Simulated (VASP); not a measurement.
# LiF in VASP: notebook

LiF is run at these levels: PBE; tasks: single point, relaxation of cell and atoms.

Everything below comes from runs of VASP 6.6.1. Logs are shortened: lines on timing, memory, paths and dates and some standing lists are left out, and cuts for length are marked.

## Step 1: The cell of the first run

Symmetry: Pm-3m, No. 221, cubic system. The conventional cell has a = 3.941 Å, b = 3.941 Å, c = 3.941 Å, α = 90.00°, β = 90.00°, γ = 90.00°. Li (site symmetry 4/mmm) has 4 F at 1.97 Å within 2.6 Å. Within 2.6 Å of F (site symmetry 4/mmm) lie 4 Li at 1.97 Å.

The cell was generated, and may not be a known phase.

## Step 2: Single point, PBE

INCAR

```
PREC     = Accurate       # precision mode
ENCUT    = 520            # plane-wave cutoff, eV
EDIFF    = 1E-6           # SCF threshold, eV
ISMEAR   = 0              # smearing method
SIGMA    = 0.02           # smearing width, eV
LREAL    = F              # projectors in reciprocal space
LASPH    = T              # aspherical terms in the spheres
NELM     = 60             # most SCF steps
ALGO     = Normal         # electronic algorithm
ISIF     = 2              # what is computed and relaxed
LWAVE    = F              # write WAVECAR
LCHARG   = F              # write CHGCAR
GGA      = PE             # functional
NBANDS   = 24             # bands
```

KPOINTS

```
Automatic mesh
0
Gamma
  6 6 6
```

POSCAR

```
LiF
1.0
    3.9414766701      0.0000000000      0.0000000000
    0.0000000000      3.9414766701      0.0000000000
    0.0000000000      0.0000000000      3.9414766701
Li F
3 3
Direct
    0.0000000000      0.5000000000      0.0000000000
    0.0000000000      0.0000000000      0.5000000000
    0.5000000000      0.0000000000      0.0000000000
    0.5000000000      0.0000000000      0.5000000000
    0.5000000000      0.5000000000      0.0000000000
    0.0000000000      0.5000000000      0.5000000000
```

Potentials or basis: VASP PAW PBE potentials, release 64 (Li_sv, F).

Started as:

```console
$ cat potpaw_PBE.64/Li_sv/POTCAR potpaw_PBE.64/F/POTCAR > POTCAR
$ mpirun -np 1 vasp_std > vasp.out
```

OUTCAR:

```text
PREC = Accurate
   ENCUT = 520
   EDIFF = 1E-6
   ISMEAR = 0
   LREAL = F
   LASPH = T
   NELM = 60
   ISIF = 2
   GGA = PE

 ion  position               nearest neighbor table
   1  0.000  0.500  0.000-   5 1.97   6 1.97   6 1.97   5 1.97
   2  0.000  0.000  0.500-   4 1.97   6 1.97   6 1.97   4 1.97
   3  0.500  0.000  0.000-   4 1.97   5 1.97   4 1.97   5 1.97
   4  0.500  0.000  0.500-   2 1.97   3 1.97   3 1.97   2 1.97
   5  0.500  0.500  0.000-   1 1.97   3 1.97   3 1.97   1 1.97
   6  0.000  0.500  0.500-   1 1.97   2 1.97   1 1.97   2 1.97

  LATTYP: Found a simple cubic cell.
 ALAT       =     3.9414766701

  Lattice vectors:

 A1 = (   3.9414766701,   0.0000000000,   0.0000000000)
 A2 = (   0.0000000000,   3.9414766701,   0.0000000000)
 A3 = (   0.0000000000,   0.0000000000,   3.9414766701)

Analysis of symmetry for initial positions (statically):
=====================================================================
 Subroutine PRICEL returns:
 Original cell was already a primitive cell.

 Routine SETGRP: Setting up the symmetry group for a
 simple cubic supercell.

 Subroutine GETGRP returns: Found 48 space group operations
 (whereof 48 operations were pure point group operations)
 out of a pool of 48 trial point group operations.

The static configuration has the point symmetry O_h .

Analysis of symmetry for dynamics (positions and initial velocities):
=====================================================================
 Subroutine PRICEL returns:
 Original cell was already a primitive cell.

 Routine SETGRP: Setting up the symmetry group for a
 simple cubic supercell.

 Subroutine GETGRP returns: Found 48 space group operations
 (whereof 48 operations were pure point group operations)
 out of a pool of 48 trial point group operations.

The dynamic configuration has the point symmetry O_h .

 Subroutine INISYM returns: Found 48 space group operations
 (whereof 48 operations are pure point group operations),
 and found     1 'primitive' translations

----------------------------------------------------------------------------------------

                                     Primitive cell

  volume of cell :      61.2318

  direct lattice vectors                    reciprocal lattice vectors
     3.941476670  0.000000000  0.000000000     0.253712018  0.000000000  0.000000000
     0.000000000  3.941476670  0.000000000     0.000000000  0.253712018  0.000000000
     0.000000000  0.000000000  3.941476670     0.000000000  0.000000000  0.253712018

  length of vectors
     3.941476670  3.941476670  3.941476670     0.253712018  0.253712018  0.253712018

  position of ions in fractional coordinates (direct lattice)
     0.000000000  0.500000000  0.000000000
     0.000000000  0.000000000  0.500000000
     0.500000000  0.000000000  0.000000000
     0.500000000  0.000000000  0.500000000
     0.500000000  0.500000000  0.000000000
     0.000000000  0.500000000  0.500000000

  ion indices of the primitive-cell ions
   primitive index   ion index
                 1           1
                 2           2
                 3           3
                 4           4
                 5           5
                 6           6

----------------------------------------------------------------------------------------

 KPOINTS: Automatic mesh

Automatic generation of k-mesh.
 Grid dimensions read from file:
 generate k-points for:    6    6    6

 Generating k-lattice:

  Cartesian coordinates                     Fractional coordinates (reciprocal lattice)
     0.042285336  0.000000000  0.000000000     0.166666667  0.000000000  0.000000000
     0.000000000  0.042285336  0.000000000     0.000000000  0.166666667  0.000000000
     0.000000000  0.000000000  0.042285336     0.000000000  0.000000000  0.166666667

  Length of vectors
     0.042285336  0.042285336  0.042285336

  Shift w.r.t. Gamma in fractional coordinates (k-lattice)
     0.000000000  0.000000000  0.000000000

 Subroutine IBZKPT returns following result:
 ===========================================

 Found     20 irreducible k-points:

 Following reciprocal coordinates:
            Coordinates               Weight
  0.000000  0.000000  0.000000      1.000000
  0.166667  0.000000  0.000000      6.000000
  0.333333  0.000000  0.000000      6.000000
  0.500000  0.000000  0.000000      3.000000
  0.166667  0.166667  0.000000     12.000000
  0.333333  0.166667  0.000000     24.000000
[... 12 lines left out ...]
  0.500000  0.500000  0.333333      6.000000
  0.500000  0.500000  0.500000      1.000000
   k-points           NKPTS =     20   k-points in BZ     NKDIM =     20   number of bands    NBANDS=     24
   number of dos      NEDOS =    301   number of ions     NIONS =      6
   total plane-waves  NPLWV =  27000
   dimension x,y,z NGX =    30 NGY =   30 NGZ =   30
   dimension x,y,z NGXF=    60 NGYF=   60 NGZF=   60
   ions per type =               3   3
[... 73 lines left out ...]
      4     -21.2437      2.00000
      5     -20.5851      2.00000
      6     -20.5851      2.00000
[... 16 lines left out ...]
     23      15.7482      0.00000
     24      16.2711      0.00000

 k-point     2 :       0.1667    0.0000    0.0000
  band No.  band energies     occupation
      1     -44.0309      2.00000
      2     -43.9797      2.00000
      3     -43.9761      2.00000
      4     -21.2129      2.00000
      5     -20.6292      2.00000
      6     -20.5947      2.00000
[... 16 lines left out ...]
     23      16.0064      0.00000
     24      16.1570      0.00000

 k-point     3 :       0.3333    0.0000    0.0000
  band No.  band energies     occupation
      1     -44.0214      2.00000
      2     -43.9884      2.00000
      3     -43.9755      2.00000
      4     -21.1328      2.00000
      5     -20.7342      2.00000
      6     -20.6125      2.00000
[... 16 lines left out ...]
     23      15.8900      0.00000
     24      16.6691      0.00000

 k-point     4 :       0.5000    0.0000    0.0000
  band No.  band energies     occupation
      1     -44.0139      2.00000
      2     -43.9955      2.00000
      3     -43.9752      2.00000
      4     -21.0712      2.00000
      5     -20.8082      2.00000
      6     -20.6211      2.00000
[... 16 lines left out ...]
     23      15.7418      0.00000
     24      16.1438      0.00000

 k-point     5 :       0.1667    0.1667    0.0000
  band No.  band energies     occupation
      1     -44.0274      2.00000
      2     -43.9808      2.00000
      3     -43.9777      2.00000
      4     -21.1834      2.00000
      5     -20.6515      2.00000
      6     -20.6217      2.00000
[... 16 lines left out ...]
     23      15.6257      0.00000
     24      16.4394      0.00000

 k-point     6 :       0.3333    0.1667    0.0000
  band No.  band energies     occupation
      1     -44.0184      2.00000
      2     -43.9883      2.00000
      3     -43.9778      2.00000
      4     -21.1065      2.00000
      5     -20.7447      2.00000
      6     -20.6465      2.00000
[... 16 lines left out ...]
     23      15.8517      0.00000
     24      16.5399      0.00000
[... 271 lines left out ...]
 k-point    17 :       0.3333    0.3333    0.3333
  band No.  band energies     occupation
      1     -44.0034      2.00000
      2     -43.9888      2.00000
      3     -43.9888      2.00000
      4     -20.9726      2.00000
      5     -20.8054      2.00000
      6     -20.8054      2.00000
[... 16 lines left out ...]
     23      15.7398      0.00000
     24      17.3559      0.00000

 k-point    18 :       0.5000    0.3333    0.3333
  band No.  band energies     occupation
      1     -43.9982      2.00000
      2     -43.9936      2.00000
      3     -43.9886      2.00000
      4     -20.9261      2.00000
      5     -20.8591      2.00000
      6     -20.8141      2.00000
[... 16 lines left out ...]
     23      15.5409      0.00000
     24      17.3070      0.00000

 k-point    19 :       0.5000    0.5000    0.3333
  band No.  band energies     occupation
      1     -43.9933      2.00000
      2     -43.9933      2.00000
      3     -43.9931      2.00000
      4     -20.8791      2.00000
      5     -20.8676      2.00000
      6     -20.8676      2.00000
[... 16 lines left out ...]
     23      15.3873      0.00000
     24      17.2362      0.00000

 k-point    20 :       0.5000    0.5000    0.5000
  band No.  band energies     occupation
      1     -43.9930      2.00000
      2     -43.9930      2.00000
      3     -43.9930      2.00000
      4     -20.8761      2.00000
      5     -20.8761      2.00000
      6     -20.8761      2.00000
[... 16 lines left out ...]
     23      15.2570      0.00000
     24      17.1734      0.00000

------------------------ aborting loop because EDIFF is reached ----------------------------------------

  FORCE on cell =-STRESS in cart. coord.  units (eV):
  Direction    XX          YY          ZZ          XY          YZ          ZX
  --------------------------------------------------------------------------------------
  -------------------------------------------------------------------------------------
  Total       -0.1110308     -0.1110308     -0.1110308      0.0000000     -0.0000000      0.0000000
  in kB       -2.9052085     -2.9052085     -2.9052085      0.0000000     -0.0000000      0.0000000
  external PRESSURE =      -2.9052085 kB  Pullay stress =       0.0000000 kB

 VOLUME and BASIS-vectors are now :
 -----------------------------------------------------------------------------
  energy-cutoff  :      520.00
  volume of cell :       61.23
      direct lattice vectors                 reciprocal lattice vectors
     3.941476670  0.000000000  0.000000000     0.253712018  0.000000000  0.000000000
     0.000000000  3.941476670  0.000000000     0.000000000  0.253712018  0.000000000
     0.000000000  0.000000000  3.941476670     0.000000000  0.000000000  0.253712018

 POSITION                                       TOTAL-FORCE (eV/Angst)
 -----------------------------------------------------------------------------------
      0.00000      1.97074      0.00000         0.000000      0.000000      0.000000
      0.00000      0.00000      1.97074         0.000000      0.000000      0.000000
      1.97074      0.00000      0.00000         0.000000      0.000000      0.000000
      1.97074      0.00000      1.97074         0.000000      0.000000      0.000000
      1.97074      1.97074      0.00000         0.000000      0.000000      0.000000
      0.00000      1.97074      1.97074         0.000000      0.000000      0.000000
 -----------------------------------------------------------------------------------
    total drift:                                0.000000      0.000000     -0.000000

  FREE ENERGIE OF THE ION-ELECTRON SYSTEM (eV)
  ---------------------------------------------------
  free  energy   TOTEN  =       -26.1409521611 eV

  energy  without entropy=      -26.1409521611  energy(sigma->0) =      -26.14095216
```

Wall time 25 s (1 thread of AMD EPYC 7R13 (Zen 3), shared host); peak memory 0.14 GiB.

What came out:

```yaml
Free_energy: -26.1410 eV
Band_gap_on_the_k_mesh: 3.33 eV
```

Levels at points of the mesh, in eV from the valence-band top:
```csv
k point,band 13,band 14,band 15,band 16,band 17,band 18
"(0.00, 0.00, 0.00)",-0.29,-0.29,-0.29,4.35,10.90,10.90
"(0.50, 0.00, 0.00)",-1.09,-0.48,-0.48,5.52,8.84,10.30
"(0.50, 0.50, 0.00)",-0.92,-0.89,-0.02,4.96,9.89,10.21
"(0.50, 0.50, 0.50)",-0.89,0.00,0.00,3.33,11.02,11.02
```

Caveat: the cutoff is under 1.25 times the usual one of these potentials, so pressure, stress and relaxed cells hold a basis-set (Pulay) error. A k mesh can miss the band edges.

## Step 3: Single point, PBE

This run uses another cell than the first one, of 10.18 Å³/atom.

INCAR

```
ALGO = Normal ; EDIFF = 1E-6
ENCUT = 520 ; GGA = PE
ISIF = 2 ; ISMEAR = 0
LASPH = True ; LCHARG = False
LREAL = False ; LWAVE = False
NBANDS = 24 ; NELM = 80
PREC = Accurate ; SIGMA = 0.1
```

KPOINTS

```
k-points
0
Gamma
  6 6 6
```

POSCAR

```
LiF
1.0
    2.7775443904      1.6036160015      2.2846658455
   -2.7775443904      1.6036160015      2.2846658455
    0.0000000000     -3.2072320030      2.2846658455
Li F
3 3
Direct
    0.0000000000      0.0000000000      0.5000000000
    0.5000000000      0.0000000000      0.0000000000
    0.0000000000      0.5000000000      0.0000000000
    0.5000000000      0.5000000000      0.0000000000
    0.0000000000      0.5000000000      0.5000000000
    0.5000000000      0.0000000000      0.5000000000
```

Potentials or basis: VASP PAW PBE potentials, release 64 (Li_sv, F).

Started as:

```console
$ cat potpaw_PBE.64/Li_sv/POTCAR potpaw_PBE.64/F/POTCAR > POTCAR
$ mpirun -np 1 vasp_std > vasp.out
```

Wall time 42 s (1 thread of AMD EPYC 7R13 (Zen 3), shared host); peak memory 0.15 GiB.

It converged, with:

```yaml
Free_energy: -26.1403 eV
Band_gap_on_the_k_mesh: 3.33 eV
```

Levels at points of the mesh, in eV from the valence-band top:
| k point | band 13 | band 14 | band 15 | band 16 | band 17 | band 18 |
| --- | --- | --- | --- | --- | --- | --- |
| (0.00, 0.00, 0.00) | -0.32 | -0.28 | -0.28 | 4.35 | 10.86 | 10.94 |
| (0.50, 0.00, 0.00) | -1.09 | -0.50 | -0.47 | 5.53 | 8.86 | 10.28 |
| (0.50, 0.50, 0.00) | -0.92 | -0.89 | -0.02 | 4.96 | 9.90 | 10.21 |
| (0.50, 0.50, 0.50) | -0.89 | 0.00 | 0.00 | 3.33 | 11.03 | 11.04 |

Caveat: the cutoff is under 1.25 times the usual one of these potentials, so pressure, stress and relaxed cells hold a basis-set (Pulay) error. A k mesh can miss the band edges.

## Step 4: Relaxation of cell and atoms, PBE

This run uses another cell than the first one, of 10.18 Å³/atom.

INCAR

```
PREC = Accurate ; ENCUT = 600
EDIFF = 1E-6 ; ISMEAR = 0
SIGMA = 0.02 ; LREAL = F
LASPH = T ; NELM = 100
ALGO = Normal ; ISIF = 3
LWAVE = F ; LCHARG = F
GGA = PE ; IBRION = 2
NSW = 100 ; EDIFFG = -0.01
```

KPOINTS

```
Automatic mesh
0
Gamma
  6 6 6
```

POSCAR

```
LiF
1.0
    3.9377703268      0.0000000000      0.0000000000
    0.0000000000      3.9377703268      0.0000000000
    0.0000000000      0.0000000000      3.9377703268
Li F
3 3
Direct
    0.0000000000      0.5000000000      0.0000000000
    0.0000000000      0.0000000000      0.5000000000
    0.5000000000      0.0000000000      0.0000000000
    0.5000000000      0.0000000000      0.5000000000
    0.5000000000      0.5000000000      0.0000000000
    0.0000000000      0.5000000000      0.5000000000
```

Started as:

```console
$ cat potpaw_PBE.64/Li_sv/POTCAR potpaw_PBE.64/F/POTCAR > POTCAR
$ mpirun -np 1 vasp_std > vasp.out
```

Wall time 47 s (1 thread of AMD EPYC 7R13 (Zen 3), shared host); peak memory 0.15 GiB.

It converged, with:

```
Free energy                           : -26.1476 eV
Relaxed volume                        : 10.11 Å³/atom
Relaxed cell                          : a = 3.929 Å, b = 3.929 Å, c = 3.929 Å, α = 90.00°, β = 90.00°, γ = 90.00°
Space group after relaxing (to 0.1 Å) : Pm-3m (No. 221)
Energy gained by relaxing             : 0.1 meV/atom
Ionic steps                           : 3
Pressure after relaxing               : 0.0 GPa
Band gap on the k mesh                : 3.32 eV
```

Step by step:
```tsv
step	energy change (eV)	largest force (eV/Å)	pressure (GPa)	volume (Å³)
1	0.0000	0.0000	-0.35	61.06
2	-0.0003	0.0000	-0.18	60.86
3	-0.0004	0.0000	0.00	60.65
```

Final structure:
```cif
data_structure
_symmetry_space_group_name_H-M 'P 1'
_symmetry_Int_Tables_number 1
_cell_length_a 3.9289
_cell_length_b 3.9289
_cell_length_c 3.9289
_cell_angle_alpha 90.000
_cell_angle_beta 90.000
_cell_angle_gamma 90.000
_cell_volume 60.65
loop_
_atom_site_label
_atom_site_type_symbol
_atom_site_fract_x
_atom_site_fract_y
_atom_site_fract_z
_atom_site_occupancy
Li1 Li 0.00000 0.50000 0.00000 1
Li2 Li 0.00000 0.00000 0.50000 1
Li3 Li 0.50000 0.00000 0.00000 1
F1 F 0.50000 0.00000 0.50000 1
F2 F 0.50000 0.50000 0.00000 1
F3 F 0.00000 0.50000 0.50000 1
```

Levels at points of the mesh, in eV from the valence-band top:
```csv
k point,band 12,band 13,band 14,band 15,band 16,band 17,band 18,band 19
"(0.00, 0.00, 0.00)",-1.79,-0.30,-0.30,-0.30,4.38,10.96,10.96,10.96
"(0.50, 0.00, 0.00)",-1.52,-1.10,-0.49,-0.49,5.55,8.91,10.35,10.35
"(0.50, 0.50, 0.00)",-1.90,-0.92,-0.90,-0.02,4.97,9.93,10.28,10.28
"(0.50, 0.50, 0.50)",-0.90,-0.90,0.00,0.00,3.32,11.08,11.08,11.08
```

Caveat: the cutoff is under 1.25 times the usual one of these potentials, so pressure, stress and relaxed cells hold a basis-set (Pulay) error.

## Step 5: The runs side by side

| task | cell | cutoff (eV) | smearing | gap on the mesh (eV) |
| --- | --- | --- | --- | --- |
| single point | a = 3.941 Å, 6 atoms | 520 | gaussian 0.02 eV | 3.33 |
| single point | a = 3.938 Å, angles 89.7°, 6 atoms | 520 | gaussian 0.1 eV | 3.33 |
| relaxation of cell and atoms | relaxed from a = 3.938 Å, 6 atoms | 600 | gaussian 0.02 eV | 3.32 |

Alike in all rows: level PBE; potentials or basis VASP PAW PBE potentials, release 64 (Li_sv, F); no spin polarisation; k mesh 6 × 6 × 6.

Caveats: the cutoff is under 1.25 times the usual one of these potentials, so pressure, stress and relaxed cells hold a basis-set (Pulay) error.

Total energies depend on the potentials used, so only differences within one code and one set of settings carry meaning.
